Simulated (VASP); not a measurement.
# CrO2 (P6_3/mmc) in VASP: single point with PBEsol

Aim: the single point of CrO2 with PBEsol.

Everything below comes from runs of VASP 6.6.1. Logs are shortened: lines on timing, memory, paths and dates and some standing lists are left out, and cuts for length are marked.

## (1) The cell of the first run

The structure is hexagonal, space group P6_3/mmc (No. 194). The conventional cell has a = 2.588 Å, b = 2.588 Å, c = 10.962 Å, α = 90.00°, β = 90.00°, γ = 120.00°. Within 2.6 Å of Cr (site symmetry -6m2) lie 6 O at 1.88 Å and 6 Cr at 2.59 Å. Within 2.6 Å of O (site symmetry 3m) lie 3 Cr at 1.88 Å and 7 O at 2.30 to 2.59 Å.

## (2) Single point, PBEsol

INCAR

```
SYSTEM = CrO2
PREC     = Accurate       ! precision mode
ENCUT    = 600            ! plane-wave cutoff, eV
EDIFF    = 1E-6           ! SCF threshold, eV
ISMEAR   = -1             ! smearing method
SIGMA    = 0.01           ! smearing width, eV
LREAL    = .FALSE.        ! projectors in reciprocal space
LASPH    = .TRUE.         ! aspherical terms in the spheres
NELM     = 120            ! most SCF steps
ALGO     = Normal         ! electronic algorithm
ISIF     = 2              ! what is computed and relaxed
LWAVE    = .FALSE.        ! write WAVECAR
LCHARG   = .FALSE.        ! write CHGCAR
GGA      = PS             ! functional
NBANDS   = 33             ! bands
GGA_COMPAT= .FALSE.
```

KPOINTS

```
Automatic mesh
0
G
  27 27 6
  0 0 0
```

POSCAR

```
CrO2
1.0
    2.5875545350      0.0000000000      0.0000000000
   -1.2937772675      2.2408879610      0.0000000000
    0.0000000000      0.0000000000     10.9624474644
Cr O
2 4
Direct
    0.6666666667      0.3333333333      0.2500000000
    0.3333333333      0.6666666667      0.7500000000
    0.6666666667      0.3333333333      0.6452127640
    0.3333333333      0.6666666667      0.3547872360
    0.6666666667      0.3333333333      0.8547872360
    0.3333333333      0.6666666667      0.1452127640
```

Potentials or basis: VASP PAW PBE potentials, release 64 (Cr_pv, O).

Launch:

```console
> cat potpaw_PBE.64/Cr_pv/POTCAR potpaw_PBE.64/O/POTCAR > POTCAR
> mpirun -np 1 vasp_std > vasp.out
```

OUTCAR:

```text
SYSTEM = CrO2
   PREC = Accurate
   ENCUT = 600
   EDIFF = 1E-6
   ISMEAR = -1
   LREAL = .FALSE.
   LASPH = .TRUE.
   NELM = 120
   ISIF = 2
   GGA = PS

 ion  position               nearest neighbor table
   1  0.667  0.333  0.250-   4 1.88   6 1.88   4 1.88   6 1.88   4 1.88   6 1.88
   2  0.333  0.667  0.750-   3 1.88   5 1.88   3 1.88   5 1.88   3 1.88   5 1.88
   3  0.667  0.333  0.645-   2 1.88   2 1.88   2 1.88
   4  0.333  0.667  0.355-   1 1.88   1 1.88   1 1.88
   5  0.667  0.333  0.855-   2 1.88   2 1.88   2 1.88
   6  0.333  0.667  0.145-   1 1.88   1 1.88   1 1.88

  LATTYP: Found a hexagonal cell.
 ALAT       =     2.5875545350
 C/A-ratio  =     4.2366053801

  Lattice vectors:

 A1 = (   2.5875545350,   0.0000000000,   0.0000000000)
 A2 = (  -1.2937772675,   2.2408879610,   0.0000000000)
 A3 = (   0.0000000000,   0.0000000000,  10.9624474644)

Analysis of symmetry for initial positions (statically):
=====================================================================
 Subroutine PRICEL returns:
 Original cell was already a primitive cell.

 Routine SETGRP: Setting up the symmetry group for a
 hexagonal supercell.

 Subroutine GETGRP returns: Found 24 space group operations
 (whereof 12 operations were pure point group operations)
 out of a pool of 24 trial point group operations.

The static configuration has the point symmetry D_3d.
 The point group associated with its full space group is D_6h.

Analysis of symmetry for dynamics (positions and initial velocities):
=====================================================================
 Subroutine PRICEL returns:
 Original cell was already a primitive cell.

 Routine SETGRP: Setting up the symmetry group for a
 hexagonal supercell.

 Subroutine GETGRP returns: Found 24 space group operations
 (whereof 12 operations were pure point group operations)
 out of a pool of 24 trial point group operations.

The dynamic configuration has the point symmetry D_3d.
 The point group associated with its full space group is D_6h.

 Subroutine INISYM returns: Found 24 space group operations
 (whereof 12 operations are pure point group operations),
 and found     1 'primitive' translations

----------------------------------------------------------------------------------------

                                     Primitive cell

  volume of cell :      63.5649

  direct lattice vectors                    reciprocal lattice vectors
     2.587554535  0.000000000  0.000000000     0.386465285  0.223125836  0.000000000
    -1.293777268  2.240887961  0.000000000     0.000000000  0.446251672  0.000000000
     0.000000000  0.000000000 10.962447464     0.000000000  0.000000000  0.091220506

  length of vectors
     2.587554535  2.587554535 10.962447464     0.446251672  0.446251672  0.091220506

  position of ions in fractional coordinates (direct lattice)
     0.666666667  0.333333333  0.250000000
     0.333333333  0.666666667  0.750000000
     0.666666667  0.333333333  0.645212764
     0.333333333  0.666666667  0.354787236
     0.666666667  0.333333333  0.854787236
     0.333333333  0.666666667  0.145212764

  ion indices of the primitive-cell ions
   primitive index   ion index
                 1           1
                 2           2
                 3           3
                 4           4
                 5           5
                 6           6

----------------------------------------------------------------------------------------

 KPOINTS: Automatic mesh

Automatic generation of k-mesh.
 Grid dimensions read from file:
 generate k-points for:   27   27    6

 Generating k-lattice:

  Cartesian coordinates                     Fractional coordinates (reciprocal lattice)
     0.014313529  0.008263920  0.000000000     0.037037037  0.000000000  0.000000000
     0.000000000  0.016527840  0.000000000     0.000000000  0.037037037  0.000000000
     0.000000000  0.000000000  0.015203418     0.000000000  0.000000000  0.166666667

  Length of vectors
     0.016527840  0.016527840  0.015203418

  Shift w.r.t. Gamma in fractional coordinates (k-lattice)
     0.000000000  0.000000000  0.000000000

 Subroutine IBZKPT returns following result:
 ===========================================

 Found    300 irreducible k-points:

 Following reciprocal coordinates:
            Coordinates               Weight
  0.000000  0.000000  0.000000      1.000000
  0.037037  0.000000  0.000000      6.000000
  0.074074  0.000000  0.000000      6.000000
  0.111111  0.000000  0.000000      6.000000
  0.148148  0.000000  0.000000      6.000000
  0.185185  0.000000  0.000000      6.000000
[... 16 lines left out ...]
  0.333333  0.037037  0.000000     12.000000
  0.370370  0.037037  0.000000     12.000000
 [... further k-points ...]
   k-points           NKPTS =    300   k-points in BZ     NKDIM =    300   number of bands    NBANDS=     33
   number of dos      NEDOS =    301   number of ions     NIONS =      6
   total plane-waves  NPLWV =  51840
   dimension x,y,z NGX =    24 NGY =   24 NGZ =   90
   dimension x,y,z NGXF=    48 NGYF=   48 NGZF=  180
   ions per type =               2   4
   NGX,Y,Z   is equivalent  to a cutoff of  15.42, 15.42, 13.65 a.u.
   NGXF,Y,Z  is equivalent  to a cutoff of  30.84, 30.84, 27.30 a.u.
 SYSTEM =  CrO2
   PREC   = accura    normal or accurate (medium, high low for compatibility)
   ISTART =      0    job   : 0-new  1-cont  2-samecut
   ICHARG =      2    charge: 1-file 2-atom 10-const
   ISPIN  =      1    spin polarized calculation?
   LNONCOLLINEAR =      F non collinear calculations
   LSORBIT =      F    spin-orbit coupling
   LASPH  =      T    aspherical Exc in radial PAW
   ENCUT  =  600.0 eV  44.10 Ry    6.64 a.u.   5.17  5.17 21.89*2*pi/ulx,y,z
   NELM   =    120;   NELMIN=  2; NELMDL= -5     # of ELM steps
   EDIFF  = 0.1E-05   stopping-criterion for ELM
   LREAL  =      F    real-space projection
   EDIFFG = 0.1E-04   stopping-criterion for IOM
   NSW    =      0    number of steps for IOM
   IBRION =     -1    ionic relax: 0-MD 1-quasi-New 2-CG
   NFREE  =      0    steps in history (QN), initial steepest desc. (CG)
   ISIF   =      2    stress and relaxation
   ISYM   =      2    0-nonsym 1-usesym 2-fastsym
   POTIM  = 0.5000    time-step for ionic-motion
   TEBEG  =    0.0;   TEEND  =   0.0 temperature during run
   PSTRESS=    0.0 pullay stress
   NELECT =      48.0000    total number of electrons
   NUPDOWN=      -1.0000    fix difference up-down
   EMIN   =  10.00;   EMAX   =-10.00  energy-range for DOS
   EFERMI =   0.00;   METHOD = LEGACY
   ISMEAR =    -1;   SIGMA  =   0.01  broadening in eV -4-tet -1-fermi 0-gaus
   EFERMI_NEDOS =   21; number of points for ismear=-14 and -15
   IALGO  =     38    algorithm
   IMIX   =      4    mixing-type and parameters
     AMIX     =   0.40;   BMIX     =  1.00
     AMIX_MAG =   1.60;   BMIX_MAG =  1.00
  volume/ion in A,a.u.               =      10.59        71.49
  Fermi-wavevector in a.u.,A,eV,Ry     =   1.490789  2.817183 30.238294  2.222452
  Thomas-Fermi vector in A             =   2.603526
   LORBIT       =      0    0 simple, 1 ext, 2 COOP (PROOUT), +10 PAW based schemes
   GGA     = PS    functional components
   LHFCALC =     F    Hartree Fock is set to
   AEXX    =    0.0000 exact exchange contribution
   IVDW    =     0    specifies the selected vdW correction
   LEPSILON=     F    determine dielectric tensor
   LRPA    =     F    only Hartree local field effects (RPA)
 non-spin polarized calculation
  energy-cutoff  :      600.00
  volume of cell :       63.56
 maximum number of plane-waves:      2144
 NGX is ok and might be reduce to    24
   NGX = 11   NGY = 11   NGZ = 43

 number of electron      48.0000002 magnetization

 Free energy of the ion-electron system (eV)
  ---------------------------------------------------
  ext. energy  EPLUGINS =         0.00000000
  ---------------------------------------------------
  free energy    TOTEN  =       -52.27126048 eV

  energy without entropy =      -52.27126048  energy(sigma->0) =      -52.27126048

 E-fermi :   4.4085     XC(G=0): -11.0011

 val. band max:        4.2696827876   @ k =   0.0000   0.0000   0.0000
 cond. band min:       4.5749437229   @ k =   0.3333   0.3333   0.5000
 fundamental gap:      0.3052609353
 Fermi energy:         4.4084893209

 k-point     1 :       0.0000    0.0000    0.0000
  band No.  band energies     occupation
      1     -40.1430      2.00000
      2     -40.1430      2.00000
      3     -39.8678      2.00000
      4     -39.8678      2.00000
      5     -39.8678      2.00000
      6     -39.8678      2.00000
[... 25 lines left out ...]
     32       5.8672      0.00000
     33       9.8803      0.00000

 k-point     2 :       0.0370    0.0000    0.0000
  band No.  band energies     occupation
      1     -40.1409      2.00000
      2     -40.1409      2.00000
      3     -39.8776      2.00000
      4     -39.8776      2.00000
      5     -39.8699      2.00000
      6     -39.8699      2.00000
[... 25 lines left out ...]
     32       5.8971      0.00000
     33       9.8843      0.00000

 k-point     3 :       0.0741    0.0000    0.0000
  band No.  band energies     occupation
      1     -40.1349      2.00000
      2     -40.1349      2.00000
      3     -39.9063      2.00000
      4     -39.9063      2.00000
      5     -39.8759      2.00000
      6     -39.8759      2.00000
[... 25 lines left out ...]
     32       5.9826      0.00000
     33       9.8820      0.00000

 k-point     4 :       0.1111    0.0000    0.0000
  band No.  band energies     occupation
      1     -40.1252      2.00000
      2     -40.1252      2.00000
      3     -39.9522      2.00000
      4     -39.9522      2.00000
      5     -39.8856      2.00000
      6     -39.8856      2.00000
[... 673 lines left out ...]
     32       7.0667      0.00000
     33       9.8869      0.00000

 k-point    23 :       0.3333    0.0370    0.0000
  band No.  band energies     occupation
      1     -40.4265      2.00000
      2     -40.4265      2.00000
      3     -40.0202      2.00000
      4     -40.0202      2.00000
      5     -39.9936      2.00000
      6     -39.9936      2.00000
[... 25 lines left out ...]
     32       7.1896      0.00000
     33       9.8870      0.00000

 k-point    24 :       0.3704    0.0370    0.0000
  band No.  band energies     occupation
      1     -40.4828      2.00000
      2     -40.4828      2.00000
      3     -40.0073      2.00000
      4     -40.0073      2.00000
      5     -40.0066      2.00000
      6     -40.0066      2.00000
[... 25 lines left out ...]
     32       7.2854      0.00000
     33       9.8870      0.00000

 [... further k-points ...]

------------------------ aborting loop because EDIFF is reached ----------------------------------------

  FORCE on cell =-STRESS in cart. coord.  units (eV):
  Direction    XX          YY          ZZ          XY          YZ          ZX
  --------------------------------------------------------------------------------------
  -------------------------------------------------------------------------------------
  Total        0.3607825      0.3607825      0.3996647      0.0000000      0.0000000     -0.0000000
  in kB        9.0936640      9.0936640     10.0737054      0.0000000      0.0000000     -0.0000000
  external PRESSURE =       9.4203445 kB  Pullay stress =       0.0000000 kB

 VOLUME and BASIS-vectors are now :
 -----------------------------------------------------------------------------
  energy-cutoff  :      600.00
  volume of cell :       63.56
      direct lattice vectors                 reciprocal lattice vectors
     2.587554535  0.000000000  0.000000000     0.386465285  0.223125836  0.000000000
    -1.293777268  2.240887961  0.000000000     0.000000000  0.446251672  0.000000000
     0.000000000  0.000000000 10.962447464     0.000000000  0.000000000  0.091220506

 POSITION                                       TOTAL-FORCE (eV/Angst)
 -----------------------------------------------------------------------------------
      1.29378      0.74696      2.74061         0.000000     -0.000000     -0.000000
     -0.00000      1.49393      8.22184        -0.000000     -0.000000     -0.000000
      1.29378      0.74696      7.07311        -0.000000      0.000000     -0.116206
     -0.00000      1.49393      3.88934         0.000000     -0.000000      0.116206
      1.29378      0.74696      9.37056        -0.000000     -0.000000      0.116206
     -0.00000      1.49393      1.59189         0.000000      0.000000     -0.116206
 -----------------------------------------------------------------------------------
    total drift:                               -0.000000      0.000000     -0.000000

  FREE ENERGIE OF THE ION-ELECTRON SYSTEM (eV)
  ---------------------------------------------------
  free  energy   TOTEN  =       -52.2712604753 eV

  energy  without entropy=      -52.2712604751  energy(sigma->0) =      -52.27126048
```

Wall time 25 min (1 thread of Intel Xeon Platinum 8259CL at 2.50GHz (Skylake/Cascade Lake), shared host); peak memory 0.66 GiB.

What came out:

- Free energy: -52.2713 eV
- Pressure: 0.9 GPa
- Largest force: 0.116 eV/Å
- Band gap on the k mesh: 0.31 eV (least direct gap 1.57 eV)

Forces on the atoms (eV/Å):
```
Cr   0.000  0.000  0.000
Cr   0.000  0.000  0.000
O    0.000  0.000 -0.116
O    0.000  0.000  0.116
O    0.000  0.000  0.116
O    0.000  0.000 -0.116
```

Caveat: the PAW data sets were made with another functional, which shifts forces and pressure a little; the run has no spin polarisation, though such a crystal can be magnetic.
